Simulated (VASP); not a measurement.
# Mg (Fm-3m) in VASP: a series of runs

Runs on Mg. Level: LDA. Tasks: single point.

Everything below comes from runs of VASP 6.6.1. Logs are shortened: lines on timing, memory, paths and dates and some standing lists are left out, and cuts for length are marked.

### 1 The cell of the first run

It takes space group Fm-3m (No. 225, cubic). The conventional cell has a = 4.024 Å, b = 4.024 Å, c = 4.024 Å, α = 90.00°, β = 90.00°, γ = 90.00°. Within 3.7 Å of Mg (site symmetry m-3m) lie 12 Mg at 2.85 Å.

### 2 Single point, LDA

INCAR

```
PREC     = Accurate       # precision mode
ENCUT    = 520            # plane-wave cutoff, eV
EDIFF    = 1E-7           # SCF threshold, eV
ISMEAR   = -1             # smearing method
SIGMA    = 0.05           # smearing width, eV
LREAL    = F              # projectors in reciprocal space
LASPH    = T              # aspherical terms in the spheres
NELM     = 60             # most SCF steps
ALGO     = Normal         # electronic algorithm
ISIF     = 2              # what is computed and relaxed
LWAVE    = F              # write WAVECAR
LCHARG   = F              # write CHGCAR
NBANDS   = 7              # bands
```

KPOINTS

```
Automatic mesh
0
Gamma
  10 10 10
```

POSCAR

```
Mg
1.0
    0.0000000000      2.0119437069      2.0119437069
    2.0119437069      0.0000000000      2.0119437069
    2.0119437069      2.0119437069      0.0000000000
Mg
1
Direct
    0.0000000000      0.0000000000      0.0000000000
```

Potentials or basis: VASP PAW LDA potentials, release 64 (Mg).

The run is started by

```
$ cat potpaw_LDA.64/Mg/POTCAR > POTCAR
$ mpirun -np 1 vasp_std > vasp.out
```

OUTCAR:

```text
PREC = Accurate
   ENCUT = 520
   EDIFF = 1E-7
   ISMEAR = -1
   LREAL = F
   LASPH = T
   NELM = 60
   ISIF = 2

 ion  position               nearest neighbor table
   1  0.000  0.000  0.000-

  LATTYP: Found a face centered cubic cell.
 ALAT       =     4.0238874138

  Lattice vectors:

 A1 = (   0.0000000000,   2.0119437069,   2.0119437069)
 A2 = (   2.0119437069,   0.0000000000,   2.0119437069)
 A3 = (   2.0119437069,   2.0119437069,   0.0000000000)

Analysis of symmetry for initial positions (statically):
=====================================================================
 Subroutine PRICEL returns:
 Original cell was already a primitive cell.

 Routine SETGRP: Setting up the symmetry group for a
 face centered cubic supercell.

 Subroutine GETGRP returns: Found 48 space group operations
 (whereof 48 operations were pure point group operations)
 out of a pool of 48 trial point group operations.

The static configuration has the point symmetry O_h .

Analysis of symmetry for dynamics (positions and initial velocities):
=====================================================================
 Subroutine PRICEL returns:
 Original cell was already a primitive cell.

 Routine SETGRP: Setting up the symmetry group for a
 face centered cubic supercell.

 Subroutine GETGRP returns: Found 48 space group operations
 (whereof 48 operations were pure point group operations)
 out of a pool of 48 trial point group operations.

The dynamic configuration has the point symmetry O_h .

 Subroutine INISYM returns: Found 48 space group operations
 (whereof 48 operations are pure point group operations),
 and found     1 'primitive' translations

----------------------------------------------------------------------------------------

                                     Primitive cell

  volume of cell :      16.2884

  direct lattice vectors                    reciprocal lattice vectors
     0.000000000  2.011943707  2.011943707    -0.248515899  0.248515899  0.248515899
     2.011943707  0.000000000  2.011943707     0.248515899 -0.248515899  0.248515899
     2.011943707  2.011943707  0.000000000     0.248515899  0.248515899 -0.248515899

  length of vectors
     2.845318077  2.845318077  2.845318077     0.430442164  0.430442164  0.430442164

  position of ions in fractional coordinates (direct lattice)
     0.000000000  0.000000000  0.000000000

  ion indices of the primitive-cell ions
   primitive index   ion index
                 1           1

----------------------------------------------------------------------------------------

 KPOINTS: Automatic mesh

Automatic generation of k-mesh.
 Grid dimensions read from file:
 generate k-points for:   10   10   10

 Generating k-lattice:

  Cartesian coordinates                     Fractional coordinates (reciprocal lattice)
    -0.024851590  0.024851590  0.024851590     0.100000000  0.000000000  0.000000000
     0.024851590 -0.024851590  0.024851590     0.000000000  0.100000000  0.000000000
     0.024851590  0.024851590 -0.024851590     0.000000000  0.000000000  0.100000000

  Length of vectors
     0.043044216  0.043044216  0.043044216

  Shift w.r.t. Gamma in fractional coordinates (k-lattice)
     0.000000000  0.000000000  0.000000000

 Subroutine IBZKPT returns following result:
 ===========================================

 Found     47 irreducible k-points:

 Following reciprocal coordinates:
            Coordinates               Weight
  0.000000  0.000000  0.000000      1.000000
  0.100000  0.000000  0.000000      8.000000
  0.200000  0.000000  0.000000      8.000000
  0.300000  0.000000  0.000000      8.000000
  0.400000  0.000000  0.000000      8.000000
  0.500000  0.000000  0.000000      4.000000
[... 16 lines left out ...]
  0.300000  0.300000  0.000000      6.000000
  0.400000  0.300000  0.000000     24.000000
 [... further k-points ...]
   k-points           NKPTS =     47   k-points in BZ     NKDIM =     47   number of bands    NBANDS=      7
   number of dos      NEDOS =    301   number of ions     NIONS =      1
   total plane-waves  NPLWV =  13824
   dimension x,y,z NGX =    24 NGY =   24 NGZ =   24
   dimension x,y,z NGXF=    48 NGYF=   48 NGZF=   48
   ions per type =               1
   NGX,Y,Z   is equivalent  to a cutoff of  14.02, 14.02, 14.02 a.u.
   NGXF,Y,Z  is equivalent  to a cutoff of  28.05, 28.05, 28.05 a.u.
 SYSTEM =  unknown system
   PREC   = accura    normal or accurate (medium, high low for compatibility)
   ISTART =      0    job   : 0-new  1-cont  2-samecut
   ICHARG =      2    charge: 1-file 2-atom 10-const
   ISPIN  =      1    spin polarized calculation?
   LNONCOLLINEAR =      F non collinear calculations
   LSORBIT =      F    spin-orbit coupling
   LASPH  =      T    aspherical Exc in radial PAW
   ENCUT  =  520.0 eV  38.22 Ry    6.18 a.u.   5.29  5.29  5.29*2*pi/ulx,y,z
   NELM   =     60;   NELMIN=  2; NELMDL= -5     # of ELM steps
   EDIFF  = 0.1E-06   stopping-criterion for ELM
   LREAL  =      F    real-space projection
   EDIFFG = 0.1E-05   stopping-criterion for IOM
   NSW    =      0    number of steps for IOM
   IBRION =     -1    ionic relax: 0-MD 1-quasi-New 2-CG
   NFREE  =      0    steps in history (QN), initial steepest desc. (CG)
   ISIF   =      2    stress and relaxation
   ISYM   =      2    0-nonsym 1-usesym 2-fastsym
   POTIM  = 0.5000    time-step for ionic-motion
   TEBEG  =    0.0;   TEEND  =   0.0 temperature during run
   PSTRESS=    0.0 pullay stress
   NELECT =       2.0000    total number of electrons
   NUPDOWN=      -1.0000    fix difference up-down
   EMIN   =  10.00;   EMAX   =-10.00  energy-range for DOS
   EFERMI =   0.00;   METHOD = LEGACY
   ISMEAR =    -1;   SIGMA  =   0.05  broadening in eV -4-tet -1-fermi 0-gaus
   EFERMI_NEDOS =   21; number of points for ismear=-14 and -15
   IALGO  =     38    algorithm
   IMIX   =      4    mixing-type and parameters
     AMIX     =   0.40;   BMIX     =  1.00
     AMIX_MAG =   1.60;   BMIX_MAG =  1.00
  volume/ion in A,a.u.               =      16.29       109.92
  Fermi-wavevector in a.u.,A,eV,Ry     =   0.813690  1.537651  9.008302  0.662091
  Thomas-Fermi vector in A             =   1.923461
   LORBIT       =      0    0 simple, 1 ext, 2 COOP (PROOUT), +10 PAW based schemes
   GGA     = CA    functional components
   LHFCALC =     F    Hartree Fock is set to
   AEXX    =    0.0000 exact exchange contribution
   IVDW    =     0    specifies the selected vdW correction
   LEPSILON=     F    determine dielectric tensor
   LRPA    =     F    only Hartree local field effects (RPA)
 non-spin polarized calculation
  energy-cutoff  :      520.00
  volume of cell :       16.29
 maximum number of plane-waves:       448
 NGX is ok and might be reduce to    24
   NGX = 11   NGY = 11   NGZ = 11

 number of electron       2.0000000 magnetization

 Free energy of the ion-electron system (eV)
  ---------------------------------------------------
  ext. energy  EPLUGINS =         0.00000000
  ---------------------------------------------------
  free energy    TOTEN  =        -1.54054982 eV

  energy without entropy =       -1.53633807  energy(sigma->0) =       -1.53844395

 E-fermi :   4.5936     XC(G=0):  -9.8596

 val. band max:        4.5787212436   @ k =  -0.3000   0.4000   0.1000
 cond. band min:       4.6175035611   @ k =  -0.4000   0.2000   0.0000
 fundamental gap:      0.0387823176
 Fermi energy:         4.5936262836

 k-point     1 :       0.0000    0.0000    0.0000
  band No.  band energies     occupation
      1      -3.9977      2.00000
      2      19.0728      0.00000
      3      19.0728      0.00000
      4      19.0728      0.00000
      5      22.1001      0.00000
      6      23.0146      0.00000
      7      23.0146      0.00000

 k-point     2 :       0.1000    0.0000    0.0000
  band No.  band energies     occupation
      1      -3.7182      2.00000
      2      16.1855      0.00000
      3      18.7913      0.00000
      4      18.7913      0.00000
      5      22.1945      0.00000
      6      23.5965      0.00000
      7      23.5965      0.00000

 k-point     3 :       0.2000    0.0000    0.0000
  band No.  band energies     occupation
      1      -2.8867      2.00000
      2      12.3450      0.00000
      3      18.2970      0.00000
      4      18.2970      0.00000
      5      21.4277      0.00000
      6      23.1463      0.00000
      7      23.1463      0.00000

 k-point     4 :       0.3000    0.0000    0.0000
  band No.  band energies     occupation
      1      -1.5239      2.00000
      2       8.7637      0.00000
      3      17.9256      0.00000
      4      17.9256      0.00000
      5      20.8846      0.00000
      6      21.6804      0.00000
      7      21.6804      0.00000

 k-point     5 :       0.4000    0.0000    0.0000
  band No.  band energies     occupation
      1       0.3318      2.00000
      2       5.5710      0.00000
      3      17.7452      0.00000
      4      17.7452      0.00000
      5      20.6802      0.00000
      6      20.6802      0.00000
      7      20.6898      0.00000

 k-point     6 :       0.5000    0.0000    0.0000
  band No.  band energies     occupation
      1       2.2529      2.00000
      2       3.2047      2.00000
      3      17.7022      0.00000
      4      17.7022      0.00000
      5      20.3232      0.00000
      6      20.3232      0.00000
      7      20.6792      0.00000

 k-point     7 :       0.1000    0.1000    0.0000
  band No.  band energies     occupation
      1      -3.6253      2.00000
      2      16.9540      0.00000
      3      17.7201      0.00000
      4      17.7201      0.00000
      5      21.2186      0.00000
      6      23.9153      0.00000
      7      24.9556      0.00000
[... 121 lines left out ...]
 k-point    20 :      -0.4000    0.2000    0.0000
  band No.  band energies     occupation
      1       2.6568      2.00000
      2       4.6175      0.76566
      3      11.3862      0.00000
      4      15.9188      0.00000
      5      17.9022      0.00000
      6      23.7414      0.00000
      7      26.2336      0.00000

 k-point    21 :      -0.3000    0.2000    0.0000
  band No.  band energies     occupation
      1       0.5947      2.00000
      2       7.3263      0.00000
      3      11.1783      0.00000
      4      16.9942      0.00000
      5      19.1273      0.00000
      6      23.0241      0.00000
      7      25.6958      0.00000

 k-point    22 :      -0.2000    0.2000    0.0000
  band No.  band energies     occupation
      1      -1.0760      2.00000
      2       9.9401      0.00000
      3      12.0278      0.00000
      4      18.5056      0.00000
      5      20.7246      0.00000
      6      21.9602      0.00000
      7      25.0371      0.00000

 k-point    23 :       0.3000    0.3000    0.0000
  band No.  band energies     occupation
      1      -0.7183      2.00000
      2      12.5484      0.00000
      3      12.6942      0.00000
      4      14.5316      0.00000
      5      14.5316      0.00000
      6      19.6091      0.00000
      7      29.4679      0.00000

 k-point    24 :       0.4000    0.3000    0.0000
  band No.  band energies     occupation
      1       0.5997      2.00000
      2      10.0895      0.00000
      3      10.9541      0.00000
      4      14.1903      0.00000
      5      15.0338      0.00000
      6      20.0306      0.00000
      7      29.0851      0.00000

 [... further k-points ...]
[... 5 lines left out ...]
  --------------------------------------------------------------------------------------
  -------------------------------------------------------------------------------------
  Total        2.0047984      2.0047984      2.0047984     -0.0000000     -0.0000000     -0.0000000
  in kB      197.1986004    197.1986004    197.1986004     -0.0000000     -0.0000000     -0.0000000
  external PRESSURE =     197.1986004 kB  Pullay stress =       0.0000000 kB

 VOLUME and BASIS-vectors are now :
 -----------------------------------------------------------------------------
  energy-cutoff  :      520.00
  volume of cell :       16.29
      direct lattice vectors                 reciprocal lattice vectors
     0.000000000  2.011943707  2.011943707    -0.248515899  0.248515899  0.248515899
     2.011943707  0.000000000  2.011943707     0.248515899 -0.248515899  0.248515899
     2.011943707  2.011943707  0.000000000     0.248515899  0.248515899 -0.248515899

 POSITION                                       TOTAL-FORCE (eV/Angst)
 -----------------------------------------------------------------------------------
      0.00000      0.00000      0.00000        -0.000000     -0.000000      0.000000
 -----------------------------------------------------------------------------------
    total drift:                                0.000000      0.000000     -0.000000

  FREE ENERGIE OF THE ION-ELECTRON SYSTEM (eV)
  ---------------------------------------------------
  free  energy   TOTEN  =        -1.5405498248 eV

  energy  without entropy=       -1.5363380677  energy(sigma->0) =       -1.53844395
```

Run time: 3.2 s. Hardware: 1 thread of Intel Xeon Platinum 8559C (Emerald Rapids), shared host; peak memory 0.12 GiB.

What came out:

```
Free energy            : -1.5405 eV
Pressure               : 19.7 GPa
Band gap on the k mesh : zero (band 1 reaches 5.48 eV, above the bottom of band 2 at 3.20 eV)
```

Levels at points of the mesh, in eV from the Fermi level:
```tsv
k point	band 1	band 2	band 3	band 4	band 5	band 6
(0.00, 0.00, 0.00)	-8.59	14.48	14.48	14.48	17.51	18.42
(0.50, 0.00, 0.00)	-2.34	-1.39	13.11	13.11	15.73	15.73
(0.50, 0.50, 0.00)	-0.36	0.83	6.64	8.85	8.85	13.43
```

### 3 Single point, LDA

This run uses another cell than the first one, of 15.00 Å³/atom, 0.921 times its volume.

INCAR

```
PREC = Accurate ; ENCUT = 520
EDIFF = 1E-6 ; ISMEAR = -1
SIGMA = 0.05 ; LREAL = F
LASPH = T ; NELM = 80
ALGO = Normal ; ISIF = 2
LWAVE = F ; LCHARG = F
NBANDS = 7
```

KPOINTS is that of step 2.

POSCAR

```
Mg
1.0
    0.0000000000      1.9576339620      1.9576339620
    1.9576339620      0.0000000000      1.9576339620
    1.9576339620      1.9576339620      0.0000000000
Mg
1
Direct
    0.0000000000      0.0000000000      0.0000000000
```

Potentials or basis: VASP PAW LDA potentials, release 64 (Mg).

The run is started by

```
$ cat potpaw_LDA.64/Mg/POTCAR > POTCAR
$ mpirun -np 1 vasp_std > vasp.out
```

Run time: 3 s. Hardware: 1 thread of Intel Xeon Platinum 8559C (Emerald Rapids), shared host; peak memory 0.12 GiB.

Results (log left out):

| Quantity | Value |
| --- | --- |
| Free energy | -1.3442 eV |
| Pressure | 29.9 GPa |
| Band gap on the k mesh | zero (band 1 reaches 6.12 eV, above the bottom of band 2 at 3.79 eV) |

Levels at points of the mesh, in eV from the Fermi level:
```csv
k point,band 1,band 2,band 3,band 4
"(0.00, 0.00, 0.00)",-9.02,15.06,15.06,15.06
"(0.50, 0.00, 0.00)",-2.48,-1.39,13.61,13.61
"(0.50, 0.50, 0.00)",-0.35,0.82,6.77,9.42
```
